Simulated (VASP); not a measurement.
A run of VASP 6.6.1 is set up as follows.

Contents of INCAR:

```
SYSTEM = Sc2H3F3
  PREC = Accurate
  ENCUT = 520
  EDIFF = 1E-7
  ISMEAR = 0
  SIGMA = 0.1
  LREAL = .FALSE.
  LASPH = .TRUE.
  NELM = 100
  ALGO = Normal
  ISIF = 2
  LWAVE = .FALSE.
  LCHARG = .TRUE.
  GGA = PE
  LELF = .TRUE.
  LVHAR = .TRUE.
  NBANDS = 33
```

File KPOINTS:

```
regular mesh
0
G
  4 4 2
  0 0 0
```

The input POSCAR:

```
Sc2H3F3
1.0
    4.0056479258      0.0000000000      0.0000000000
    0.0000000000      4.0056479258      0.0000000000
    0.0000000000      0.0000000000      7.9593184689
Sc H F
2 3 3
Direct
    0.0000000000      0.0000000000      0.7564768241
    0.0000000000      0.0000000000      0.2435231759
    0.5000000000      0.0000000000      0.7784196039
    0.0000000000      0.5000000000      0.2215803961
    0.0000000000      0.0000000000      0.0000000000
    0.5000000000      0.0000000000      0.2441969315
    0.0000000000      0.5000000000      0.7558030685
    0.0000000000      0.0000000000      0.5000000000
```

Potentials or basis: VASP PAW PBE potentials, release 64 (Sc_sv, H, F).

Launch:

```sh
$ cat potpaw_PBE.64/Sc_sv/POTCAR potpaw_PBE.64/H/POTCAR potpaw_PBE.64/F/POTCAR > POTCAR
$ mpirun -np 1 vasp_std > vasp.out
```

Predict the band gap on the k mesh.

3.30 eV, direct.

Estimate the largest force.

0.090 eV/Å.

Predict the pressure.

0.0 GPa.

Forces on the atoms (eV/Å):
```
Sc   0.000  0.000  0.090
Sc   0.000  0.000 -0.090
H    0.000  0.000  0.009
H    0.000  0.000 -0.009
H    0.000  0.000  0.000
F    0.000  0.000  0.034
F    0.000  0.000 -0.034
F    0.000  0.000  0.000
```

A k mesh can miss the band edges. As with any semilocal functional, this PBE gap is likely too small.
